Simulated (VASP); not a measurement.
# Au (Fm-3m) in VASP: notebook

The runs below take Au through single point, with PBEsol.

Program: VASP 6.6.1. These are calculated values, not measurements. Logs are shortened: lines on timing, memory, paths and dates and some standing lists are left out, and cuts for length are marked.

## 1. The cell of the first run

Symmetry: Fm-3m, No. 225, cubic system. Conventional cell: a = 3.961 Å, b = 3.961 Å, c = 3.961 Å, α = 90.00°, β = 90.00°, γ = 90.00°. Within 3.7 Å of Au (site symmetry m-3m) lie 12 Au at 2.80 Å.

## 2. Single point, PBEsol (equal strain along all axes, cell held: -3.0 %)

Input file INCAR:

```
SYSTEM = Au
ALGO = Fast
EDIFF = 1E-7
ENCUT = 520
GGA = PS
ISIF = 2
ISMEAR = 0
LASPH = .True.
LCHARG = .False.
LREAL = .False.
LWAVE = .False.
NBANDS = 18
NELM = 80
PREC = Accurate
SIGMA = 0.1
```

Input file KPOINTS:

```
k-points
0
Gamma
  18 18 14
  0 0 0
```

Input file POSCAR:

```
Au
1.0
    1.9806235368      1.9806235368      0.0000000000
   -1.9806235368      1.9806235368      0.0000000000
    0.0000000000      0.0000000000      3.9612470736
Au
2
Direct
    0.0000000000      0.0000000000      0.0000000000
    0.5000000000      0.5000000000      0.5000000000
```

Potentials or basis: VASP PAW PBE potentials, release 64 (Au).

Command:

```sh
> cat potpaw_PBE.64/Au/POTCAR > POTCAR
> mpirun -np 1 vasp_std > vasp.out
```

OUTCAR:

```text
SYSTEM = Au
   EDIFF = 1E-7
   ENCUT = 520
   GGA = PS
   ISIF = 2
   ISMEAR = 0
   LASPH = .True.
   LREAL = .False.
   NELM = 80
   PREC = Accurate

 ion  position               nearest neighbor table
   1  0.000  0.000  0.000-   2 2.80   2 2.80   2 2.80   2 2.80   2 2.80   2 2.80   2 2.80   2 2.80

   2  0.500  0.500  0.500-   1 2.80   1 2.80   1 2.80   1 2.80   1 2.80   1 2.80   1 2.80   1 2.80

  LATTYP: Found a simple tetragonal cell.
 ALAT       =     2.8010246677
 C/A-ratio  =     1.4142135624

  Lattice vectors:

 A1 = (   1.9806235368,   1.9806235368,   0.0000000000)
 A2 = (  -1.9806235368,   1.9806235368,   0.0000000000)
 A3 = (   0.0000000000,   0.0000000000,   3.9612470736)

Analysis of symmetry for initial positions (statically):
=====================================================================
 Subroutine PRICEL returns following result:

  LATTYP: Found a face centered cubic cell.
 ALAT       =     3.9612470736

  Lattice vectors:

 A1 = (   0.0000000000,  -1.9806235368,  -1.9806235368)
 A2 = (   1.9806235368,   0.0000000000,  -1.9806235368)
 A3 = (   1.9806235368,  -1.9806235368,  -0.0000000000)

   2 primitive cells build up your supercell.

 Routine SETGRP: Setting up the symmetry group for a
 simple tetragonal supercell.

 Subroutine GETGRP returns: Found 16 space group operations
 (whereof 16 operations were pure point group operations)
 out of a pool of 16 trial point group operations.

The static configuration has the point symmetry D_4h.

Analysis of symmetry for dynamics (positions and initial velocities):
=====================================================================
 Subroutine PRICEL returns following result:

  LATTYP: Found a face centered cubic cell.
 ALAT       =     3.9612470736

  Lattice vectors:

 A1 = (   0.0000000000,  -1.9806235368,  -1.9806235368)
 A2 = (   1.9806235368,   0.0000000000,  -1.9806235368)
 A3 = (   1.9806235368,  -1.9806235368,  -0.0000000000)

   2 primitive cells build up your supercell.

 Routine SETGRP: Setting up the symmetry group for a
 simple tetragonal supercell.

 Subroutine GETGRP returns: Found 16 space group operations
 (whereof 16 operations were pure point group operations)
 out of a pool of 16 trial point group operations.

The dynamic configuration has the point symmetry D_4h.

 Subroutine INISYM returns: Found 16 space group operations
 (whereof 16 operations are pure point group operations),
 and found     2 'primitive' translations

----------------------------------------------------------------------------------------

                                     Primitive cell

  volume of cell :      15.5395

  direct lattice vectors                    reciprocal lattice vectors
     0.000000000 -1.980623537 -1.980623537    -0.252445753 -0.252445753 -0.252445753
     1.980623537  0.000000000 -1.980623537     0.252445753  0.252445753 -0.252445753
     1.980623537 -1.980623537 -0.000000000     0.252445753 -0.252445753  0.252445753

  length of vectors
     2.801024668  2.801024668  2.801024668     0.437248870  0.437248870  0.437248870

  position of ions in fractional coordinates (direct lattice)
     0.000000000  0.000000000  0.000000000

  ion indices of the primitive-cell ions
   primitive index   ion index
                 1           1

----------------------------------------------------------------------------------------

 KPOINTS: k-points

Automatic generation of k-mesh.
 Grid dimensions read from file:
 generate k-points for:   18   18   14

 Generating k-lattice:

  Cartesian coordinates                     Fractional coordinates (reciprocal lattice)
     0.014024764  0.014024764  0.000000000     0.055555556  0.000000000  0.000000000
    -0.014024764  0.014024764  0.000000000     0.000000000  0.055555556  0.000000000
     0.000000000  0.000000000  0.018031839     0.000000000  0.000000000  0.071428571

  Length of vectors
     0.019834012  0.019834012  0.018031839

  Shift w.r.t. Gamma in fractional coordinates (k-lattice)
     0.000000000  0.000000000  0.000000000

 Subroutine IBZKPT returns following result:
 ===========================================

 Found    440 irreducible k-points:

 Following reciprocal coordinates:
            Coordinates               Weight
  0.000000  0.000000  0.000000      1.000000
  0.055556  0.000000  0.000000      4.000000
  0.111111  0.000000  0.000000      4.000000
  0.166667  0.000000  0.000000      4.000000
  0.222222  0.000000  0.000000      4.000000
  0.277778  0.000000  0.000000      4.000000
[... 16 lines left out ...]
  0.277778  0.111111  0.000000      8.000000
  0.333333  0.111111  0.000000      8.000000
 [... further k-points ...]
   k-points           NKPTS =    440   k-points in BZ     NKDIM =    440   number of bands    NBANDS=     18
   number of dos      NEDOS =    301   number of ions     NIONS =      2
   total plane-waves  NPLWV =  17280
   dimension x,y,z NGX =    24 NGY =   24 NGZ =   30
   dimension x,y,z NGXF=    48 NGYF=   48 NGZF=   60
   ions per type =               2
   NGX,Y,Z   is equivalent  to a cutoff of  14.24, 14.24, 12.59 a.u.
   NGXF,Y,Z  is equivalent  to a cutoff of  28.49, 28.49, 25.18 a.u.
 SYSTEM =  Au
   PREC   = accura    normal or accurate (medium, high low for compatibility)
   ISTART =      0    job   : 0-new  1-cont  2-samecut
   ICHARG =      2    charge: 1-file 2-atom 10-const
   ISPIN  =      1    spin polarized calculation?
   LNONCOLLINEAR =      F non collinear calculations
   LSORBIT =      F    spin-orbit coupling
   LASPH  =      T    aspherical Exc in radial PAW
   ENCUT  =  520.0 eV  38.22 Ry    6.18 a.u.   5.21  5.21  7.37*2*pi/ulx,y,z
   NELM   =     80;   NELMIN=  2; NELMDL= -5     # of ELM steps
   EDIFF  = 0.1E-06   stopping-criterion for ELM
   LREAL  =      F    real-space projection
   EDIFFG = 0.1E-05   stopping-criterion for IOM
   NSW    =      0    number of steps for IOM
   IBRION =     -1    ionic relax: 0-MD 1-quasi-New 2-CG
   NFREE  =      0    steps in history (QN), initial steepest desc. (CG)
   ISIF   =      2    stress and relaxation
   ISYM   =      2    0-nonsym 1-usesym 2-fastsym
   POTIM  = 0.5000    time-step for ionic-motion
   TEBEG  =    0.0;   TEEND  =   0.0 temperature during run
   PSTRESS=    0.0 pullay stress
   NELECT =      22.0000    total number of electrons
[... 24 lines left out ...]
 maximum number of plane-waves:       888
 NGX is ok and might be reduce to    24
   NGX = 11   NGY = 11   NGZ = 15

 number of electron      21.9999999 magnetization

 Free energy of the ion-electron system (eV)
  ---------------------------------------------------
  ext. energy  EPLUGINS =         0.00000000
  ---------------------------------------------------
  free energy    TOTEN  =        -7.68250337 eV

  energy without entropy =       -7.68045250  energy(sigma->0) =       -7.68147793

 E-fermi :  10.9463     XC(G=0): -13.4371

 val. band max:       10.9282045981   @ k =   0.5000   0.1667   0.0714
 cond. band min:      10.9489012279   @ k =   0.5000   0.1111   0.3571
 fundamental gap:      0.0206966298
 Fermi energy:        10.9463440258

 k-point     1 :       0.0000    0.0000    0.0000
  band No.  band energies     occupation
      1      -0.0443      2.00000
      2       2.9033      2.00000
      3       3.2783      2.00000
      4       5.6884      2.00000
      5       5.6884      2.00000
      6       5.6899      2.00000
[... 10 lines left out ...]
     17      29.1071      0.00000
     18      29.7613      0.00000

 k-point     2 :       0.0556    0.0000    0.0000
  band No.  band energies     occupation
      1       0.0343      2.00000
      2       2.9569      2.00000
      3       3.3253      2.00000
      4       5.6548      2.00000
      5       5.7143      2.00000
      6       5.7267      2.00000
[... 10 lines left out ...]
     17      29.3213      0.00000
     18      29.4096      0.00000

 k-point     3 :       0.1111    0.0000    0.0000
  band No.  band energies     occupation
      1       0.2665      2.00000
      2       3.0985      2.00000
      3       3.4771      2.00000
      4       5.5601      2.00000
      5       5.7913      2.00000
      6       5.8276      2.00000
[... 10 lines left out ...]
     17      28.3301      0.00000
     18      29.7500      0.00000

 k-point     4 :       0.1667    0.0000    0.0000
  band No.  band energies     occupation
      1       0.6410      2.00000
      2       3.2859      2.00000
      3       3.7489      2.00000
      4       5.4221      2.00000
      5       5.9175      2.00000
      6       5.9599      2.00000
[... 10 lines left out ...]
     17      27.1775      0.00000
     18      29.5472      0.00000

 k-point     5 :       0.2222    0.0000    0.0000
  band No.  band energies     occupation
      1       1.1385      2.00000
      2       3.4959      2.00000
      3       4.1166      2.00000
      4       5.2650      2.00000
      5       6.0632      2.00000
      6       6.0899      2.00000
[... 10 lines left out ...]
     17      26.4176      0.00000
     18      29.3871      0.00000

 k-point     6 :       0.2778    0.0000    0.0000
  band No.  band energies     occupation
      1       1.7307      2.00000
      2       3.7238      2.00000
      3       4.5138      2.00000
      4       5.1153      2.00000
      5       6.0757      2.00000
      6       6.3039      2.00000
[... 10 lines left out ...]
     17      26.3336      0.00000
     18      29.0201      0.00000

 k-point     7 :       0.3333    0.0000    0.0000
  band No.  band energies     occupation
      1       2.3790      2.00000
      2       3.9558      2.00000
      3       4.8616      2.00000
      4       4.9977      2.00000
      5       5.8712      2.00000
      6       5.9836      2.00000
[... 10 lines left out ...]
     17      25.9326      0.00000
     18      28.4820      0.00000

 k-point     8 :       0.3889    0.0000    0.0000
  band No.  band energies     occupation
      1       3.0315      2.00000
      2       4.1529      2.00000
      3       4.9338      2.00000
      4       5.1000      2.00000
      5       5.4923      2.00000
      6       5.8143      2.00000
[... 10 lines left out ...]
     17      27.3280      0.00000
     18      28.0360      0.00000
[... 229 lines left out ...]
     17      27.2023      0.00000
     18      27.2023      0.00000

 k-point    20 :       0.1111    0.1111    0.0000
  band No.  band energies     occupation
      1       0.5725      2.00000
      2       3.3183      2.00000
      3       3.6455      2.00000
      4       5.3475      2.00000
      5       5.9858      2.00000
      6       5.9872      2.00000
[... 10 lines left out ...]
     17      28.3824      0.00000
     18      29.4984      0.00000

 k-point    21 :       0.1667    0.1111    0.0000
  band No.  band energies     occupation
      1       0.9391      2.00000
      2       3.5232      2.00000
      3       3.8892      2.00000
      4       5.1796      2.00000
      5       6.1433      2.00000
      6       6.1494      2.00000
[... 10 lines left out ...]
     17      27.5643      0.00000
     18      29.1970      0.00000

 k-point    22 :       0.2222    0.1111    0.0000
  band No.  band energies     occupation
      1       1.4221      2.00000
      2       3.7395      2.00000
      3       4.2267      2.00000
      4       5.0056      2.00000
      5       6.2251      2.00000
      6       6.3470      2.00000
[... 10 lines left out ...]
     17      26.8580      0.00000
     18      28.8625      0.00000

 k-point    23 :       0.2778    0.1111    0.0000
  band No.  band energies     occupation
      1       1.9904      2.00000
      2       3.9734      2.00000
      3       4.5655      2.00000
      4       4.8458      2.00000
      5       5.9118      2.00000
      6       6.1186      2.00000
[... 10 lines left out ...]
     17      26.5745      0.00000
     18      29.0053      0.00000

 k-point    24 :       0.3333    0.1111    0.0000
  band No.  band energies     occupation
      1       2.6038      2.00000
      2       4.2275      2.00000
      3       4.7208      2.00000
      4       4.7903      2.00000
      5       5.4834      2.00000
      6       5.9029      2.00000
[... 10 lines left out ...]
     17      25.6442      0.00000
     18      28.5668      0.00000

 [... further k-points ...]
[... 5 lines left out ...]
  --------------------------------------------------------------------------------------
  -------------------------------------------------------------------------------------
  Total        3.9504750      3.9504750      3.8709252      0.0000000     -0.0000000      0.0000000
  in kB      203.6545442    203.6545442    199.5535966      0.0000000     -0.0000000      0.0000000
  external PRESSURE =     202.2875617 kB  Pullay stress =       0.0000000 kB

 VOLUME and BASIS-vectors are now :
 -----------------------------------------------------------------------------
  energy-cutoff  :      520.00
  volume of cell :       31.08
      direct lattice vectors                 reciprocal lattice vectors
     1.980623537  1.980623537  0.000000000     0.252445753  0.252445753  0.000000000
    -1.980623537  1.980623537  0.000000000    -0.252445753  0.252445753  0.000000000
     0.000000000  0.000000000  3.961247074     0.000000000  0.000000000  0.252445753

 POSITION                                       TOTAL-FORCE (eV/Angst)
 -----------------------------------------------------------------------------------
      0.00000      0.00000      0.00000        -0.000000      0.000000     -0.000000
      0.00000      1.98062      1.98062         0.000000     -0.000000      0.000000
 -----------------------------------------------------------------------------------
    total drift:                               -0.000000      0.000000     -0.000000

  FREE ENERGIE OF THE ION-ELECTRON SYSTEM (eV)
  ---------------------------------------------------
  free  energy   TOTEN  =        -7.6825033653 eV

  energy  without entropy=       -7.6804525015  energy(sigma->0) =       -7.68147793
```

It took 3.5 min on 1 thread of Intel Xeon 8259CL, shared host; peak memory 0.31 GiB.

Results:

| Item | Value |
| --- | --- |
| Free energy | -7.6825 eV |
| Pressure | 20.2 GPa |
| Band gap on the k mesh | zero (bands 11 and 12 overlap by 8.02 eV) |

Caveat: the cell differs from its parent crystal (equal strain along all axes, cell held: -3.0 %); the cell stands under pressure; the PAW data sets were made with another functional, which shifts forces and pressure a little; spin-orbit coupling is left out, which moves the levels of the heavy elements.

## 3. Single point, PBEsol (equal strain along all axes, cell held: -2.0 %)

Input file INCAR:

```
SYSTEM = Au
PREC     = Accurate       ! precision mode
ENCUT    = 520            ! plane-wave cutoff, eV
EDIFF    = 1E-6           ! SCF threshold, eV
ISMEAR   = 0              ! smearing method
SIGMA    = 0.1            ! smearing width, eV
LREAL    = .False.        ! projectors in reciprocal space
LASPH    = .True.         ! aspherical terms in the spheres
NELM     = 60             ! most SCF steps
ALGO     = Fast           ! electronic algorithm
ISIF     = 2              ! what is computed and relaxed
LWAVE    = .False.        ! write WAVECAR
LCHARG   = .False.        ! write CHGCAR
GGA      = PS             ! functional
NBANDS   = 18             ! bands
```

Input file KPOINTS:

```
regular mesh
0
Gamma
  18 18 14
  0 0 0
```

Input file POSCAR:

```
Au
1.0
    2.0010423362      2.0010423362      0.0000000000
   -2.0010423362      2.0010423362      0.0000000000
    0.0000000000      0.0000000000      4.0020846723
Au
2
Direct
    0.0000000000      0.0000000000      0.0000000000
    0.5000000000      0.5000000000      0.5000000000
```

Potentials or basis: VASP PAW PBE potentials, release 64 (Au).

Command:

```sh
> cat potpaw_PBE.64/Au/POTCAR > POTCAR
> mpirun -np 1 vasp_std > vasp.out
```

It took 3.1 min on 1 thread of Intel Xeon 8259CL, shared host; peak memory 0.32 GiB.

It converged, with:

| Item | Value |
| --- | --- |
| Free energy | -7.7806 eV |
| Pressure | 12.2 GPa |
| Band gap on the k mesh | zero (bands 11 and 12 overlap by 7.78 eV) |

Levels at points of the mesh, in eV from the Fermi level:
```
           k point  band 7  band 8  band 9  band 10  band 11  band 12  band 13  band 14  band 15  band 16
(0.00, 0.00, 0.00)   -3.35   -3.35   -2.05    -1.65    -1.65     0.75     6.24    10.10    10.10    14.37
(0.50, 0.00, 0.00)   -4.04   -4.04   -3.38    -3.38    -0.24    -0.24     8.81     8.81    10.67    10.67
(0.50, 0.50, 0.00)   -1.65   -1.65   -1.65    -1.65     0.75     0.75     6.24     6.24    10.10    10.10
(0.00, 0.00, 0.50)   -3.69   -3.69   -3.69    -3.69    -2.74    -2.74    15.23    15.23    15.23    15.23
(0.50, 0.00, 0.50)   -2.01   -2.01   -2.01    -2.01    -1.35    -1.35     3.37     3.37    13.82    13.82
(0.50, 0.50, 0.50)   -3.55   -3.55   -1.65    -1.65     5.00     5.00     6.45     6.45     6.45     6.45
```

Caveat: the cell differs from its parent crystal (equal strain along all axes, cell held: -2.0 %); the cell stands under pressure; the PAW data sets were made with another functional, which shifts forces and pressure a little; spin-orbit coupling is left out, which moves the levels of the heavy elements.

## 4. Single point, PBEsol (equal strain along all axes, cell held: -1.0 %)

Input file INCAR:

```
PREC = Accurate
ENCUT = 520
EDIFF = 1E-6
ISMEAR = 0
SIGMA = 0.1
LREAL = False
LASPH = True
NELM = 60
ALGO = Fast
ISIF = 2
LWAVE = False
LCHARG = False
GGA = PS
NBANDS = 18
```

Input file KPOINTS:

```
regular mesh
0
Gamma
  18 18 14
```

Input file POSCAR:

```
Au
1.0
    2.0214611355      2.0214611355      0.0000000000
   -2.0214611355      2.0214611355      0.0000000000
    0.0000000000      0.0000000000      4.0429222710
Au
2
Direct
    0.0000000000      0.0000000000      0.0000000000
    0.5000000000      0.5000000000      0.5000000000
```

Command:

```sh
> cat potpaw_PBE.64/Au/POTCAR > POTCAR
> mpirun -np 1 vasp_std > vasp.out
```

Wall time 3.3 min (1 thread of Intel Xeon 8259CL, shared host); peak memory 0.32 GiB.

Results (log left out):

```yaml
Free_energy: -7.8345 eV
Pressure: 5.3 GPa
Band_gap_on_the_k_mesh: zero (bands 11 and 12 overlap by 7.55 eV)
```

Levels at points of the mesh, in eV from the Fermi level:
```csv
k point,band 9,band 10,band 11,band 12,band 13,band 14
"(0.00, 0.00, 0.00)",-2.02,-1.64,-1.64,0.85,5.99,10.03
"(0.50, 0.00, 0.00)",-3.28,-3.28,-0.26,-0.26,8.65,8.65
"(0.50, 0.50, 0.00)",-1.64,-1.64,0.85,0.85,5.99,5.99
"(0.00, 0.00, 0.50)",-3.57,-3.57,-2.67,-2.67,14.99,14.99
"(0.50, 0.00, 0.50)",-1.98,-1.98,-1.19,-1.19,3.21,3.21
"(0.50, 0.50, 0.50)",-1.64,-1.64,4.84,4.84,6.35,6.35
```

Caveat: the cell differs from its parent crystal (equal strain along all axes, cell held: -1.0 %); the cell stands under pressure; the PAW data sets were made with another functional, which shifts forces and pressure a little; spin-orbit coupling is left out, which moves the levels of the heavy elements.

## 5. The runs side by side

```csv
cell,further INCAR settings,gap on the mesh (eV),pressure (GPa)
"a = 2.801, b = 2.801, c = 3.961 Å, 2 atoms",ALGO = Fast; EDIFF = 1e-07; NBANDS = 18,none,20.2
"a = 2.830, b = 2.830, c = 4.002 Å, 2 atoms",ALGO = Fast; EDIFF = 1e-06; NBANDS = 18,none,12.2
"a = 2.859, b = 2.859, c = 4.043 Å, 2 atoms",ALGO = Fast; EDIFF = 1e-06; NBANDS = 18,none,5.3
```

Alike in all rows: task single point; level PBEsol; potentials or basis VASP PAW PBE potentials, release 64 (Au); no spin polarisation; k mesh 18 × 18 × 14; cutoff (eV) 520; smearing gaussian 0.1 eV.

Caveats: the cell stands under pressure; the PAW data sets were made with another functional, which shifts forces and pressure a little; spin-orbit coupling is left out, which moves the levels of the heavy elements.

Absolute energies hang on the potentials; compare differences alone.

The gap in the log of VASP goes by the Fermi energy; the results here count the filled bands.